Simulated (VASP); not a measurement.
# InP2N3 (P-3m1) in VASP: a series of runs

The runs below take InP2N3 through relaxation of cell and atoms, single point, with PBE.

Program: VASP 6.6.1. These are calculated values, not measurements. Logs are shortened: lines on timing, memory, paths and dates and some standing lists are left out, and cuts for length are marked.

### Step 1. The cell of the first run

Symmetry: P-3m1, No. 164, trigonal system. The conventional cell has a = 3.307 Å, b = 3.307 Å, c = 8.438 Å, α = 90.00°, β = 90.00°, γ = 120.00°. Within 3.4 Å of In (site symmetry -3m) lie 6 N at 2.58 Å and 6 In at 3.31 Å. Within 3.0 Å of P (site symmetry 3m) lie 6 N at 2.27 to 2.28 Å. N (site symmetry 3m) has 3 P at 2.27 Å and 3 In at 2.58 Å within 3.0 Å. N (site symmetry -3m) has 6 P at 2.28 Å within 3.0 Å.

### Step 2. Relaxation of cell and atoms, PBE

File INCAR:

```
PREC = Accurate
ENCUT = 600
EDIFF = 1E-7
ISMEAR = 0
SIGMA = 0.1
LREAL = False
LASPH = True
NELM = 80
ALGO = Normal
ISIF = 3
LWAVE = False
LCHARG = False
GGA = PE
IBRION = 2
NSW = 90
EDIFFG = -0.04
```

File KPOINTS:

```
Automatic mesh
0
Gamma
  6 6 2
```

File POSCAR:

```
InP2N3
1.0
    3.3073196600      0.0000000000      0.0000000000
   -1.6536598300      2.8642228400      0.0000000000
    0.0000000000      0.0000000000      8.4384093900
In P N
1 2 3
Direct
    0.0000000000      0.0000000000      0.5000000000
    0.3333333300      0.6666666700      0.1481249900
    0.6666666700      0.3333333300      0.8518750100
    0.3333333300      0.6666666700      0.7056319700
    0.0000000000      0.0000000000      0.0000000000
    0.6666666700      0.3333333300      0.2943680300
```

Potentials or basis: VASP PAW PBE potentials, release 64 (In_d, P, N).

The run is started by

```sh
$ cat potpaw_PBE.64/In_d/POTCAR potpaw_PBE.64/P/POTCAR potpaw_PBE.64/N/POTCAR > POTCAR
$ mpirun -np 1 vasp_std > vasp.out
```

OUTCAR:

```text
PREC = Accurate
   ENCUT = 600
   EDIFF = 1E-7
   ISMEAR = 0
   LREAL = False
   LASPH = True
   NELM = 80
   ISIF = 3
   GGA = PE
   IBRION = 2
   NSW = 90
   EDIFFG = -0.04

 ion  position               nearest neighbor table
   1  0.000  0.000  0.500-   4 2.58   6 2.58   4 2.58   6 2.58   6 2.58   4 2.58
   2  0.333  0.667  0.148-   6 2.27   6 2.27   6 2.27   5 2.28   5 2.28   5 2.28
   3  0.667  0.333  0.852-   4 2.27   4 2.27   4 2.27   5 2.28   5 2.28   5 2.28
   4  0.333  0.667  0.706-   3 2.27   3 2.27   3 2.27   1 2.58   1 2.58   1 2.58
   5  0.000  0.000  0.000-   2 2.28   3 2.28   2 2.28   3 2.28   3 2.28   2 2.28
   6  0.667  0.333  0.294-   2 2.27   2 2.27   2 2.27   1 2.58   1 2.58   1 2.58

  LATTYP: Found a hexagonal cell.
 ALAT       =     3.3073196600
 C/A-ratio  =     2.5514344719

  Lattice vectors:

 A1 = (   3.3073196600,   0.0000000000,   0.0000000000)
 A2 = (  -1.6536598300,   2.8642228400,   0.0000000000)
 A3 = (   0.0000000000,   0.0000000000,   8.4384093900)

Analysis of symmetry for initial positions (statically):
=====================================================================
 Subroutine PRICEL returns:
 Original cell was already a primitive cell.

 Routine SETGRP: Setting up the symmetry group for a
 hexagonal supercell.

 Subroutine GETGRP returns: Found 12 space group operations
 (whereof 12 operations were pure point group operations)
 out of a pool of 24 trial point group operations.

The static configuration has the point symmetry D_3d.

Analysis of symmetry for dynamics (positions and initial velocities):
=====================================================================
 Subroutine PRICEL returns:
 Original cell was already a primitive cell.

 Routine SETGRP: Setting up the symmetry group for a
 hexagonal supercell.

 Subroutine GETGRP returns: Found 12 space group operations
 (whereof 12 operations were pure point group operations)
 out of a pool of 24 trial point group operations.

The dynamic configuration has the point symmetry D_3d.

 Subroutine INISYM returns: Found 12 space group operations
 (whereof 12 operations are pure point group operations),
 and found     1 'primitive' translations

----------------------------------------------------------------------------------------

                                     Primitive cell

  volume of cell :      79.9362

  direct lattice vectors                    reciprocal lattice vectors
     3.307319660  0.000000000  0.000000000     0.302359646  0.174567423  0.000000000
    -1.653659830  2.864222840  0.000000000     0.000000000  0.349134846  0.000000000
     0.000000000  0.000000000  8.438409390     0.000000000  0.000000000  0.118505746

  length of vectors
     3.307319660  3.307319657  8.438409390     0.349134846  0.349134846  0.118505746

  position of ions in fractional coordinates (direct lattice)
     0.000000000  0.000000000  0.500000000
     0.333333330  0.666666670  0.148124990
     0.666666670  0.333333330  0.851875010
     0.333333330  0.666666670  0.705631970
     0.000000000  0.000000000  0.000000000
     0.666666670  0.333333330  0.294368030

  ion indices of the primitive-cell ions
   primitive index   ion index
                 1           1
                 2           2
                 3           3
                 4           4
                 5           5
                 6           6

----------------------------------------------------------------------------------------

 KPOINTS: Automatic mesh

Automatic generation of k-mesh.
 Grid dimensions read from file:
 generate k-points for:    6    6    2

 Generating k-lattice:

  Cartesian coordinates                     Fractional coordinates (reciprocal lattice)
     0.050393274  0.029094570  0.000000000     0.166666667 -0.000000000  0.000000000
     0.000000000  0.058189141  0.000000000     0.000000000  0.166666667  0.000000000
     0.000000000  0.000000000  0.059252873     0.000000000  0.000000000  0.500000000

  Length of vectors
     0.058189141  0.058189141  0.059252873

[... 44 lines left out ...]
   IVDW    =     0    specifies the selected vdW correction
   LEPSILON=     F    determine dielectric tensor
   LRPA    =     F    only Hartree local field effects (RPA)
 conjugate gradient relaxation of ions
 non-spin polarized calculation
 Gauss-broadening in eV      SIGMA  =   0.10
  energy-cutoff  :      600.00
  volume of cell :       79.94
 maximum number of plane-waves:      2709
 NGX is ok and might be reduce to    28
   NGX = 13   NGY = 13   NGZ = 33

--------------------------------------- Ionic step        1  -------------------------------------------

 number of electron      37.9999997 magnetization

 Free energy of the ion-electron system (eV)
  ---------------------------------------------------
  ext. energy  EPLUGINS =         0.00000000
  ---------------------------------------------------
  free energy    TOTEN  =       -31.79412794 eV

  energy without entropy =      -31.78780974  energy(sigma->0) =      -31.79096884

------------------------ aborting loop because EDIFF is reached ----------------------------------------

  FORCE on cell =-STRESS in cart. coord.  units (eV):
  Direction    XX          YY          ZZ          XY          YZ          ZX
  --------------------------------------------------------------------------------------
  -------------------------------------------------------------------------------------
  Total       -8.8878593     -8.8878592    -10.7420298     -0.0000000      0.0000000      0.0000000
  in kB     -178.1411223   -178.1411218   -215.3046303     -0.0000000      0.0000000      0.0000000
  external PRESSURE =    -190.5289581 kB  Pullay stress =       0.0000000 kB
[... 101 lines left out ...]
  FREE ENERGIE OF THE ION-ELECTRON SYSTEM (eV)
  ---------------------------------------------------
  free  energy   TOTEN  =       -32.7441701626 eV

  energy  without entropy=      -32.7319359226  energy(sigma->0) =      -32.73805304

 E-fermi :   9.9288     XC(G=0): -11.9295

 val. band max:        9.9107775760   @ k =   0.0000   0.0000   0.5000
 cond. band min:       9.9311318101   @ k =   0.0000   0.0000   0.0000
 fundamental gap:      0.0203542341
 Fermi energy:         9.9288248858

 k-point     1 :       0.0000    0.0000    0.0000
  band No.  band energies     occupation
      1      -9.8338      2.00000
      2      -9.0533      2.00000
      3      -5.5357      2.00000
      4      -4.9812      2.00000
      5      -4.8468      2.00000
      6      -4.8468      2.00000
[... 353 lines left out ...]
     22      11.6536      0.00000
     23      14.0263      0.00000

[... ionic steps 4 to 31 ...]

--------------------------------------- Ionic step       32  -------------------------------------------

 number of electron      38.0000001 magnetization

------------------------ aborting loop because EDIFF is reached ----------------------------------------

  FORCE on cell =-STRESS in cart. coord.  units (eV):
  Direction    XX          YY          ZZ          XY          YZ          ZX
  --------------------------------------------------------------------------------------
  -------------------------------------------------------------------------------------
  Total       -0.2324072     -0.2324072     -0.0896786      0.0000000      0.0000000      0.0000000
  in kB       -5.4058849     -5.4058849     -2.0859595      0.0000000      0.0000000      0.0000000
  external PRESSURE =      -4.2992431 kB  Pullay stress =       0.0000000 kB
[... 65 lines left out ...]
  energy  without entropy=      -35.5881312918  energy(sigma->0) =      -35.59806016

--------------------------------------- Ionic step       34  -------------------------------------------

 number of electron      38.0000003 magnetization

 Free energy of the ion-electron system (eV)
  ---------------------------------------------------
  ext. energy  EPLUGINS =         0.00000000
  ---------------------------------------------------
  free energy    TOTEN  =       -35.60799486 eV

  energy without entropy =      -35.58808453  energy(sigma->0) =      -35.59803970

 E-fermi :  10.2325     XC(G=0): -11.5488

 val. band max:       10.2303754045   @ k =   0.1667   0.1667   0.5000
 cond. band min:      10.2715519999   @ k =   0.1667   0.0000   0.0000
 fundamental gap:      0.0411765954
 Fermi energy:        10.2324971884

 k-point     1 :       0.0000    0.0000    0.0000
  band No.  band energies     occupation
      1     -11.9485      2.00000
      2     -10.5376      2.00000
      3      -6.9781      2.00000
      4      -5.9280      2.00000
      5      -5.5846      2.00000
      6      -5.5846      2.00000
[... 386 lines left out ...]
  FREE ENERGIE OF THE ION-ELECTRON SYSTEM (eV)
  ---------------------------------------------------
  free  energy   TOTEN  =       -35.6079948603 eV

  energy  without entropy=      -35.5880845307  energy(sigma->0) =      -35.59803970

 reached required accuracy - stopping structural energy minimisation
```

Run time: 24 min. Hardware: 1 thread of AMD EPYC 7R43 (Zen 3), shared host; peak memory 0.23 GiB.

Results:

```yaml
Free_energy: -35.6080 eV
Relaxed_volume: 11.47 Å³/atom
Relaxed_cell: a = 2.864 Å, b = 2.864 Å, c = 9.690 Å, α = 90.00°, β = 90.00°, γ = 120.00°
Space_group_after_relaxing_to_0.05_Å: P-3m1 (No. 164)
Energy_gained_by_relaxing: 635.6 meV/atom
Ionic_steps: 34
Pressure_after_relaxing: 0.0 GPa
Largest_force_after_relaxing: 0.036 eV/Å
Band_gap_on_the_k_mesh: zero (band 19 reaches 10.41 eV, above the bottom of band 20 at 7.95 eV)
```

Forces on the atoms (eV/Å):
```
In   0.000  0.000  0.000
P    0.000  0.000 -0.036
P    0.000  0.000  0.036
N    0.000  0.000  0.007
N    0.000  0.000  0.000
N    0.000  0.000 -0.007
```

Step by step:
| step | energy change (eV) | largest force (eV/Å) | pressure (GPa) | volume (Å³) |
| --- | --- | --- | --- | --- |
| 1 | 0.0000 | 0.9847 | -19.05 | 79.94 |
| 2 | -0.8059 | 0.7781 | 12.21 | 62.97 |
| 3 | -0.9500 | 0.5694 | 0.60 | 67.03 |
| 4 | -0.9968 | 0.8693 | 0.01 | 67.13 |
| 5 | -1.1185 | 1.4667 | -1.65 | 67.42 |
| 6 | -0.6830 | 4.4558 | -1.65 | 68.00 |
| 7 | -1.1232 | 1.8279 | -1.90 | 67.48 |
| 8 | -1.1273 | 1.8724 | -1.94 | 67.48 |
| 9 | -1.1389 | 2.0084 | -2.06 | 67.49 |
| 10 | -1.1580 | 2.2907 | -2.24 | 67.50 |
| 11 | -1.1750 | 2.8717 | -2.43 | 67.53 |
| 12 | -1.2140 | 2.9236 | -2.50 | 67.49 |
| 13 | -1.3326 | 3.0707 | -2.65 | 67.37 |
| 14 | -1.5756 | 3.2811 | -2.81 | 67.11 |
| 15 | -2.0429 | 3.8717 | -2.18 | 66.54 |
| 16 | -2.1960 | 5.5973 | 5.07 | 65.16 |
| 17 | -2.2841 | 4.9542 | 1.38 | 65.72 |
| 18 | -2.7448 | 4.4011 | 1.32 | 65.67 |
| 19 | -3.5957 | 2.2312 | 3.96 | 65.39 |
| 20 | -2.4683 | 6.6946 | 22.90 | 64.24 |
| 21 | -3.7400 | 0.4103 | 7.08 | 65.20 |
| 22 | -3.7935 | 0.1173 | 2.50 | 66.73 |
| 23 | -3.8011 | 0.2665 | 0.06 | 67.64 |
| 24 | -3.8011 | 0.2587 | 0.18 | 67.59 |
| 25 | -3.8032 | 0.1860 | 0.06 | 67.69 |
| 26 | -3.8048 | 0.2085 | -0.16 | 67.87 |
| 27 | -3.8066 | 0.1694 | -0.06 | 67.91 |
| 28 | -3.8103 | 0.0504 | 0.26 | 68.02 |
| 29 | -3.8090 | 0.1957 | 0.95 | 68.23 |
| 30 | -3.8111 | 0.0459 | 0.52 | 68.10 |
| 31 | -3.8128 | 0.0399 | 0.13 | 68.42 |
| 32 | -3.8134 | 0.0451 | -0.43 | 68.88 |
| 33 | -3.8139 | 0.0445 | 0.06 | 68.83 |
| 34 | -3.8139 | 0.0356 | 0.01 | 68.83 |

Final structure:
```xyz
6
Lattice="2.8640 0.0000 0.0000 -1.4320 2.4803 0.0000 0.0000 0.0000 9.6900" Properties=species:S:1:pos:R:3 pbc="T T T"
In    0.0000    0.0000    4.8450
P     0.0000    1.6535    1.2665
P     1.4320    0.8268    8.4235
N     0.0000    1.6535    7.6086
N     0.0000    0.0000    0.0000
N     1.4320    0.8268    2.0814
```

Caveat: the k points lie up to 0.42 Å⁻¹ apart in the final cell; spin-orbit coupling is left out, which moves the levels of the heavy elements.

[end of part 1 of 2]
